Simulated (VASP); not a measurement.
# Ni (Im-3m) in VASP: a series of runs

Ni is run at these levels: PBE; tasks: single point.

All numbers are computed with VASP 6.6.1; they aren't measurements. Logs are shortened: lines on timing, memory, paths and dates and some standing lists are left out, and cuts for length are marked.

## (1) The cell of the first run

The structure is cubic, space group Im-3m (No. 229). Conventional cell: a = 2.767 Å, b = 2.767 Å, c = 2.767 Å, α = 90.00°, β = 90.00°, γ = 90.00°. Ni (site symmetry m-3m) has 14 Ni at 2.40 to 2.77 Å within 3.2 Å.

## (2) Single point, PBE, collinear spin, ferromagnetic start

INCAR

```
SYSTEM = Ni
PREC = Accurate
ENCUT = 520
EDIFF = 1E-6
ISMEAR = -1
SIGMA = 0.05
LREAL = .False.
LASPH = .True.
NELM = 150
ALGO = Normal
ISIF = 2
LWAVE = .False.
LCHARG = .False.
ISPIN = 2
MAGMOM = 0.2
LORBIT = 11
NUPDOWN = 0.2
LMAXMIX = 4
GGA = PE
NBANDS = 15
```

KPOINTS

```
Automatic mesh
0
Gamma
  11 11 11
  0 0 0
```

POSCAR

```
Ni
1.0
   -1.3837154700      1.3837154700      1.3837154700
    1.3837154700     -1.3837154700      1.3837154700
    1.3837154700      1.3837154700     -1.3837154700
Ni
1
Direct
    0.0000000000      0.0000000000      0.0000000000
```

Potentials or basis: VASP PAW PBE potentials, release 64 (Ni).

Started as:

```
cat potpaw_PBE.64/Ni/POTCAR > POTCAR
mpirun -np 1 vasp_std > vasp.out
```

OUTCAR:

```text
SYSTEM = Ni
   PREC = Accurate
   ENCUT = 520
   EDIFF = 1E-6
   ISMEAR = -1
   LREAL = .False.
   LASPH = .True.
   NELM = 150
   ISIF = 2
   ISPIN = 2
   LORBIT = 11
   NUPDOWN = 0.2
   GGA = PE

 ion  position               nearest neighbor table
   1  0.000  0.000  0.000-

  LATTYP: Found a body centered cubic cell.
 ALAT       =     2.7674309400

  Lattice vectors:

 A1 = (  -1.3837154700,   1.3837154700,   1.3837154700)
 A2 = (   1.3837154700,  -1.3837154700,   1.3837154700)
 A3 = (   1.3837154700,   1.3837154700,  -1.3837154700)

Analysis of symmetry for initial positions (statically):
=====================================================================
 Subroutine PRICEL returns:
 Original cell was already a primitive cell.

 Routine SETGRP: Setting up the symmetry group for a
 body centered cubic supercell.

 Subroutine GETGRP returns: Found 48 space group operations
 (whereof 48 operations were pure point group operations)
 out of a pool of 48 trial point group operations.

The static configuration has the point symmetry O_h .

Analysis of symmetry for dynamics (positions and initial velocities):
=====================================================================
 Subroutine PRICEL returns:
 Original cell was already a primitive cell.

 Routine SETGRP: Setting up the symmetry group for a
 body centered cubic supercell.

 Subroutine GETGRP returns: Found 48 space group operations
 (whereof 48 operations were pure point group operations)
 out of a pool of 48 trial point group operations.

The dynamic configuration has the point symmetry O_h .

Analysis of structural, dynamic, and magnetic symmetry:
=====================================================================
 Subroutine PRICEL returns:
 Original cell was already a primitive cell.

 Routine SETGRP: Setting up the symmetry group for a
 body centered cubic supercell.

 Subroutine GETGRP returns: Found 48 space group operations
 (whereof 48 operations were pure point group operations)
 out of a pool of 48 trial point group operations.

The overall configuration has the point symmetry O_h .

 Subroutine INISYM returns: Found 48 space group operations
 (whereof 48 operations are pure point group operations),
 and found     1 'primitive' translations

----------------------------------------------------------------------------------------

                                     Primitive cell

  volume of cell :      10.5974

  direct lattice vectors                    reciprocal lattice vectors
[... 116 lines left out ...]
 spin polarized calculation
  energy-cutoff  :      520.00
  volume of cell :       10.60
 maximum number of plane-waves:       321
 NGX is ok and might be reduce to    18
   NGX =  9   NGY =  9   NGZ =  9

 number of electron      10.0000004 magnetization       0.2000000

 Free energy of the ion-electron system (eV)
  ---------------------------------------------------
  ext. energy  EPLUGINS =         0.00000000
  ---------------------------------------------------
  free energy    TOTEN  =        -5.35943505 eV

  energy without entropy =       -5.34202583  energy(sigma->0) =       -5.35073044

 E-fermi :   9.5854     XC(G=0): -13.4073

 val. band max:        9.5397699506   @ k =   0.4545   0.0909   0.0000
 cond. band min:       9.5163579962   @ k =   0.4545   0.0000   0.0000
 fundamental gap:     -0.0234119544
 Fermi energy:         9.5069032203

 spin component 1

 k-point     1 :       0.0000    0.0000    0.0000
  band No.  band energies     occupation
      1       0.5537      1.00000
      2       7.4605      1.00000
      3       7.4605      1.00000
      4       7.4605      1.00000
      5       8.8922      1.00000
      6       8.8922      1.00000
      7      36.3299      0.00000
      8      36.3299      0.00000
      9      36.3299      0.00000
     10      41.4196      0.00000
     11      41.4196      0.00000
     12      42.7369      0.00000
     13      42.7369      0.00000
     14      42.7370      0.00000
[... 403 lines left out ...]
      4       8.9530      0.99998
      5       9.0825      0.99979
      6      13.8561      0.00000
      7      16.8297      0.00000
      8      22.0312      0.00000
      9      25.3255      0.00000
     10      40.9098      0.00000
     11      45.9027      0.00000
     12      46.2648      0.00000
     13      52.0560      0.00000
     14      52.7101      0.00000
     15      55.6773      0.00000

 [... further k-points ...]

 spin component 2

 k-point     1 :       0.0000    0.0000    0.0000
  band No.  band energies     occupation
      1       0.5432      1.00000
      2       7.7244      1.00000
      3       7.7244      1.00000
      4       7.7244      1.00000
      5       9.0425      0.99998
      6       9.0425      0.99998
      7      36.2863      0.00000
      8      36.2863      0.00000
      9      36.2863      0.00000
     10      41.3812      0.00000
     11      41.3812      0.00000
     12      42.7963      0.00000
     13      42.7963      0.00000
     14      42.7963      0.00000
[... 403 lines left out ...]
      4       9.1324      0.99988
      5       9.2469      0.99885
      6      13.9663      0.00000
      7      16.9370      0.00000
      8      22.0775      0.00000
      9      25.3597      0.00000
     10      40.8960      0.00000
     11      45.8856      0.00000
     12      46.2838      0.00000
     13      52.1217      0.00000
     14      52.6810      0.00000
     15      56.0445      0.00000

 [... further k-points ...]
[... 5 lines left out ...]
  --------------------------------------------------------------------------------------
  -------------------------------------------------------------------------------------
  Total        0.3981763      0.3981763      0.3981763      0.0000000      0.0000000      0.0000000
  in kB       60.1984984     60.1984984     60.1984984      0.0000000      0.0000000      0.0000000
  external PRESSURE =      60.1984984 kB  Pullay stress =       0.0000000 kB

 VOLUME and BASIS-vectors are now :
 -----------------------------------------------------------------------------
  energy-cutoff  :      520.00
  volume of cell :       10.60
      direct lattice vectors                 reciprocal lattice vectors
    -1.383715470  1.383715470  1.383715470     0.000000000  0.361345964  0.361345964
     1.383715470 -1.383715470  1.383715470     0.361345964  0.000000000  0.361345964
     1.383715470  1.383715470 -1.383715470     0.361345964  0.361345964  0.000000000

 POSITION                                       TOTAL-FORCE (eV/Angst)
 -----------------------------------------------------------------------------------
      0.00000      0.00000      0.00000         0.000000      0.000000     -0.000000
 -----------------------------------------------------------------------------------
    total drift:                                0.000000      0.000000      0.000000

  FREE ENERGIE OF THE ION-ELECTRON SYSTEM (eV)
  ---------------------------------------------------
  free  energy   TOTEN  =        -5.3594350545 eV

  energy  without entropy=       -5.3420258266  energy(sigma->0) =       -5.35073044

 total charge

# of ion       s       p       d       tot
------------------------------------------
    1        0.500   0.512   8.349   9.362

 magnetization (x)

# of ion       s       p       d       tot
------------------------------------------
    1       -0.002  -0.008   0.214   0.203
```

OSZICAR:

```text
N       E                     dE             d eps       ncg     rms          rms(c)
DAV:   1     0.322545306913E+02    0.32255E+02   -0.42372E+03  3614   0.859E+02
DAV:   2    -0.494016733959E+01   -0.37195E+02   -0.34461E+02  3885   0.161E+02
DAV:   3    -0.634716372698E+01   -0.14070E+01   -0.13945E+01  4095   0.306E+01
DAV:   4    -0.635587615665E+01   -0.87124E-02   -0.87113E-02  4180   0.227E+00
DAV:   5    -0.635597758581E+01   -0.10143E-03   -0.10143E-03  4080   0.215E-01    0.979E+00
DAV:   6    -0.564923347105E+01    0.70674E+00   -0.11735E+01  4816   0.377E+01    0.535E+00
DAV:   7    -0.537911299071E+01    0.27012E+00   -0.19512E+00  4446   0.139E+01    0.194E+00
DAV:   8    -0.536087257596E+01    0.18240E-01   -0.39038E-02  4703   0.147E+00    0.573E-01
DAV:   9    -0.535965742988E+01    0.12151E-02   -0.40162E-04  4564   0.162E-01    0.183E-01
DAV:  10    -0.535942967997E+01    0.22775E-03   -0.87341E-05  4844   0.754E-02    0.374E-02
DAV:  11    -0.535943573386E+01   -0.60539E-05   -0.16048E-05  4659   0.214E-02    0.101E-02
DAV:  12    -0.535943505445E+01    0.67940E-06   -0.86830E-07  3322   0.968E-03
   1 F= -.53594351E+01 E0= -.53507304E+01  d E =-.174092E-01  mag=     0.2000
```

stdout:

```text
POSCAR found type information on POSCAR Ni
 POSCAR found :  1 types and       1 ions
 scaLAPACK will be used
 LDA part: xc-table for (Slater+PW92), standard interpolation
 POSCAR, INCAR and KPOINTS ok, starting setup
 FFT: planning ... GRIDC
 FFT: planning ... GRID_SOFT
 FFT: planning ... GRID
 WAVECAR not read
 entering main loop
```

It took 28 s on 1 thread of Intel Xeon 8259CL, shared host; peak memory 0.13 GiB.

What came out:

- Free energy: -5.3594 eV
- Pressure: 6.0 GPa
- Net moment: 0.20 μB per cell
- Site moments: Ni +0.20 μB
- Valence electrons inside the program's atomic spheres: Ni 9.36

Caveat: the total moment is fixed, so each spin has its own Fermi level.

## (3) Single point, PBE, collinear spin, ferromagnetic start

INCAR

```
SYSTEM = Ni
ALGO = Normal
EDIFF = 1E-7
ENCUT = 520
GGA = PE
ISIF = 2
ISMEAR = -1
ISPIN = 2
LASPH = .TRUE.
LCHARG = .TRUE.
LELF = .TRUE.
LMAXMIX = 4
LORBIT = 11
LREAL = .FALSE.
LVHAR = .TRUE.
LWAVE = .FALSE.
MAGMOM = 0.5
NBANDS = 15
NELM = 150
NUPDOWN = 0.5
PREC = Accurate
SIGMA = 0.05
```

KPOINTS

```
k-points
0
G
  11 11 11
  0 0 0
```

POSCAR is that of step 2.

Potentials or basis: VASP PAW PBE potentials, release 64 (Ni).

Started as:

```
cat potpaw_PBE.64/Ni/POTCAR > POTCAR
mpirun -np 1 vasp_std > vasp.out
```

OUTCAR:

```text
SYSTEM = Ni
   EDIFF = 1E-7
   ENCUT = 520
   GGA = PE
   ISIF = 2
   ISMEAR = -1
   ISPIN = 2
   LASPH = .TRUE.
   LORBIT = 11
   LREAL = .FALSE.
   NELM = 150
   NUPDOWN = 0.5
   PREC = Accurate

 ion  position               nearest neighbor table
   1  0.000  0.000  0.000-

  LATTYP: Found a body centered cubic cell.
 ALAT       =     2.7674309400

  Lattice vectors:

 A1 = (  -1.3837154700,   1.3837154700,   1.3837154700)
 A2 = (   1.3837154700,  -1.3837154700,   1.3837154700)
 A3 = (   1.3837154700,   1.3837154700,  -1.3837154700)

Analysis of symmetry for initial positions (statically):
=====================================================================
 Subroutine PRICEL returns:
 Original cell was already a primitive cell.

 Routine SETGRP: Setting up the symmetry group for a
 body centered cubic supercell.

 Subroutine GETGRP returns: Found 48 space group operations
 (whereof 48 operations were pure point group operations)
 out of a pool of 48 trial point group operations.

The static configuration has the point symmetry O_h .

Analysis of symmetry for dynamics (positions and initial velocities):
=====================================================================
 Subroutine PRICEL returns:
 Original cell was already a primitive cell.

 Routine SETGRP: Setting up the symmetry group for a
 body centered cubic supercell.

 Subroutine GETGRP returns: Found 48 space group operations
 (whereof 48 operations were pure point group operations)
 out of a pool of 48 trial point group operations.

The dynamic configuration has the point symmetry O_h .

Analysis of structural, dynamic, and magnetic symmetry:
=====================================================================
 Subroutine PRICEL returns:
 Original cell was already a primitive cell.

 Routine SETGRP: Setting up the symmetry group for a
 body centered cubic supercell.

 Subroutine GETGRP returns: Found 48 space group operations
 (whereof 48 operations were pure point group operations)
 out of a pool of 48 trial point group operations.

[... 151 lines left out ...]
 Fermi energy:         9.5406608668

 spin component 1

 k-point     1 :       0.0000    0.0000    0.0000
  band No.  band energies     occupation
      1       0.5541      1.00000
      2       7.2848      1.00000
      3       7.2848      1.00000
      4       7.2848      1.00000
      5       8.7615      1.00000
      6       8.7615      1.00000
      7      36.3519      0.00000
      8      36.3519      0.00000
      9      36.3519      0.00000
     10      41.4349      0.00000
     11      41.4349      0.00000
     12      42.6866      0.00000
     13      42.6866      0.00000
     14      42.6867      0.00000
[... 403 lines left out ...]
      4       8.8092      1.00000
      5       8.9444      0.99999
      6      13.7822      0.00000
      7      16.7542      0.00000
      8      21.9949      0.00000
      9      25.2968      0.00000
     10      40.9126      0.00000
     11      45.9084      0.00000
     12      46.2449      0.00000
     13      51.9989      0.00000
     14      52.7225      0.00000
     15      55.3941      0.00000

 [... further k-points ...]

 spin component 2

 k-point     1 :       0.0000    0.0000    0.0000
  band No.  band energies     occupation
      1       0.5442      1.00000
      2       7.9077      1.00000
      3       7.9077      1.00000
      4       7.9077      1.00000
      5       9.1747      0.99982
      6       9.1747      0.99982
      7      36.2647      0.00000
      8      36.2647      0.00000
      9      36.2647      0.00000
     10      41.3659      0.00000
     11      41.3659      0.00000
     12      42.8487      0.00000
     13      42.8487      0.00000
     14      42.8487      0.00000
[... 403 lines left out ...]
      4       9.2798      0.99850
      5       9.3874      0.98722
      6      14.0530      0.00000
      7      17.0206      0.00000
      8      22.1182      0.00000
      9      25.3918      0.00000
     10      40.8947      0.00000
     11      45.8811      0.00000
     12      46.3051      0.00000
     13      52.1735      0.00000
     14      52.6692      0.00000
     15      56.2934      0.00000

 [... further k-points ...]
[... 5 lines left out ...]
  --------------------------------------------------------------------------------------
  -------------------------------------------------------------------------------------
  Total        0.4686562      0.4686562      0.4686562      0.0000000      0.0000000     -0.0000000
  in kB       70.8540358     70.8540358     70.8540358      0.0000000      0.0000000     -0.0000000
  external PRESSURE =      70.8540358 kB  Pullay stress =       0.0000000 kB

 VOLUME and BASIS-vectors are now :
 -----------------------------------------------------------------------------
  energy-cutoff  :      520.00
  volume of cell :       10.60
      direct lattice vectors                 reciprocal lattice vectors
    -1.383715470  1.383715470  1.383715470     0.000000000  0.361345964  0.361345964
     1.383715470 -1.383715470  1.383715470     0.361345964  0.000000000  0.361345964
     1.383715470  1.383715470 -1.383715470     0.361345964  0.361345964  0.000000000

 POSITION                                       TOTAL-FORCE (eV/Angst)
 -----------------------------------------------------------------------------------
      0.00000      0.00000      0.00000         0.000000      0.000000     -0.000000
 -----------------------------------------------------------------------------------
    total drift:                                0.000000      0.000000      0.000000

  FREE ENERGIE OF THE ION-ELECTRON SYSTEM (eV)
  ---------------------------------------------------
  free  energy   TOTEN  =        -5.3729273938 eV

  energy  without entropy=       -5.3599647889  energy(sigma->0) =       -5.36644609

 total charge

# of ion       s       p       d       tot
------------------------------------------
    1        0.502   0.513   8.346   9.362

 magnetization (x)

# of ion       s       p       d       tot
------------------------------------------
    1       -0.004  -0.015   0.525   0.505
```

OSZICAR:

```text
N       E                     dE             d eps       ncg     rms          rms(c)
DAV:   1     0.323586544402E+02    0.32359E+02   -0.42329E+03  3614   0.859E+02
DAV:   2    -0.493314140927E+01   -0.37292E+02   -0.34497E+02  3892   0.161E+02
DAV:   3    -0.634128030226E+01   -0.14081E+01   -0.13931E+01  4088   0.306E+01
DAV:   4    -0.634996414184E+01   -0.86838E-02   -0.86829E-02  4159   0.226E+00
DAV:   5    -0.635006480845E+01   -0.10067E-03   -0.10066E-03  4087   0.214E-01    0.986E+00
DAV:   6    -0.565548125082E+01    0.69458E+00   -0.11647E+01  4809   0.375E+01    0.541E+00
DAV:   7    -0.539262283469E+01    0.26286E+00   -0.19199E+00  4431   0.138E+01    0.207E+00
DAV:   8    -0.537497799242E+01    0.17645E-01   -0.33684E-02  4653   0.136E+00    0.876E-01
DAV:   9    -0.537322291073E+01    0.17551E-02   -0.10103E-03  5413   0.186E-01    0.213E-01
DAV:  10    -0.537292217390E+01    0.30074E-03   -0.14244E-04  5122   0.954E-02    0.341E-02
DAV:  11    -0.537292733110E+01   -0.51572E-05   -0.97778E-06  4026   0.273E-02    0.164E-02
DAV:  12    -0.537292719138E+01    0.13972E-06   -0.12411E-06  4452   0.107E-02    0.307E-03
DAV:  13    -0.537292736132E+01   -0.16994E-06   -0.13898E-07  4074   0.331E-03    0.990E-04
DAV:  14    -0.537292739381E+01   -0.32484E-07   -0.46258E-09  2317   0.637E-04
   1 F= -.53729274E+01 E0= -.53664461E+01  d E =-.129626E-01  mag=     0.5000
```

It took 37 s on 1 thread of Intel Xeon 8259CL, shared host; peak memory 0.13 GiB.

Results:

* Free energy: -5.3729 eV
* Pressure: 7.1 GPa
* Net moment: 0.50 μB per cell
* Site moments: Ni +0.51 μB
* Valence electrons inside the program's atomic spheres: Ni 9.36

Caveat: the total moment is fixed, so each spin has its own Fermi level.

## (4) Single point, PBE, collinear spin, ferromagnetic start

INCAR

```
SYSTEM = Ni
PREC = Accurate
ENCUT = 520
EDIFF = 1E-6
ISMEAR = -1
SIGMA = 0.05
LREAL = .FALSE.
LASPH = .TRUE.
NELM = 150
ALGO = Normal
ISIF = 2
LWAVE = .FALSE.
LCHARG = .TRUE.
ISPIN = 2
MAGMOM = 0.8
LORBIT = 11
NUPDOWN = 0.8
LMAXMIX = 4
GGA = PE
LELF = .TRUE.
LVHAR = .TRUE.
NBANDS = 15
```

KPOINTS

```
regular mesh
0
G
  11 11 11
  0 0 0
```

POSCAR is that of step 3.

Started as:

```
cat potpaw_PBE.64/Ni/POTCAR > POTCAR
mpirun -np 1 vasp_std > vasp.out
```

Wall time 40 s (1 thread of Intel Xeon 8259CL, shared host); peak memory 0.13 GiB.

It converged, with:

```
Free energy                                           : -5.3261 eV
Pressure                                              : 9.8 GPa
Net moment                                            : 0.80 μB per cell
Site moments                                          : Ni +0.80 μB
Valence electrons inside the program's atomic spheres : Ni 9.36
```

Caveat: the total moment is fixed, so each spin has its own Fermi level.

## (5) Summary

```tsv
fixed moment (μB)	pressure (GPa)	moment (μB)
0.2	6.0	0.20
0.5	7.1	0.50
0.8	9.8	0.80
```

Alike in all rows: task single point; level PBE; potentials or basis VASP PAW PBE potentials, release 64 (Ni); spin collinear, ferromagnetic start; cell as given; k mesh 11 × 11 × 11; cutoff (eV) 520; smearing fermi-dirac 0.05 eV.

Caveats: the total moment is fixed, so each spin has its own Fermi level.

Total energies depend on the potentials used, so only differences within one code and one set of settings carry meaning.
